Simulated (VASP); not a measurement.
Set up this calculation in VASP 6.6.1, as the native input.

```yaml
Task: relaxation of cell and atoms
Functional: PBE
Dispersion: D3(BJ)
Potentials_or_basis: VASP PAW PBE potentials, release 64 (Au)
Cutoff: 500 eV
k_mesh: 18 × 18 × 10
Occupations: gaussian, width 0.1 eV
Spin: no spin polarisation
Dipole_correction: no
Further_INCAR_settings: ALGO = Normal; EDIFF = 1e-07; IBRION = 2; EDIFFG = -0.002; NSW = 100; ISIF = 3
```

The structure of Au lies in POSCAR:

```
Au
1.0
    2.8861660010      0.0000000000      0.0000000000
   -1.4430830005      2.4994930764      0.0000000000
    0.0000000000      0.0000000000      4.7131090797
Au
2
Direct
    0.3333333333      0.6666666667      0.2500000000
    0.6666666667      0.3333333333      0.7500000000
```

This isn't the form of Au at room conditions, which is fcc.

One way to write it, as run:

INCAR

```
PREC = Accurate
ENCUT = 500
EDIFF = 1E-7
ISMEAR = 0
SIGMA = 0.1
LREAL = F
LASPH = T
NELM = 120
ALGO = Normal
ISIF = 3
LWAVE = F
LCHARG = F
GGA = PE
IVDW = 12
IBRION = 2
NSW = 100
EDIFFG = -0.002
GGA_COMPAT = F
NELMIN = 4
```

KPOINTS

```
regular mesh
0
Gamma
  18 18 10
```

Potentials or basis: VASP PAW PBE potentials, release 64 (Au).

Launch:

```sh
$ cat potpaw_PBE.64/Au/POTCAR > POTCAR
$ mpirun -np 1 vasp_std > vasp.out
```

Results of the run:

| Property | Result |
| --- | --- |
| Relaxed volume | 17.26 Å³/atom |
| Relaxed cell | a = 2.882 Å, b = 2.882 Å, c = 4.801 Å, α = 90.00°, β = 90.00°, γ = 120.00° |
| Space group after relaxing (to 0.1 Å) | P6_3/mmc (No. 194) |
| Energy gained by relaxing | 3.4 meV/atom |
| Ionic steps | 11 |
| Pressure after relaxing | 0.0 GPa |
| Band gap on the k mesh | zero (bands 11 and 12 overlap by 6.88 eV) |
| Dispersion energy per atom | -0.657 eV |

Caveat: spin-orbit coupling is left out, which moves the levels of the heavy elements.

Run time: 6.5 min on 1 thread of Intel(R) Xeon(R) Platinum 8488C (Sapphire Rapids), on a shared host, peak memory 0.25 GiB.
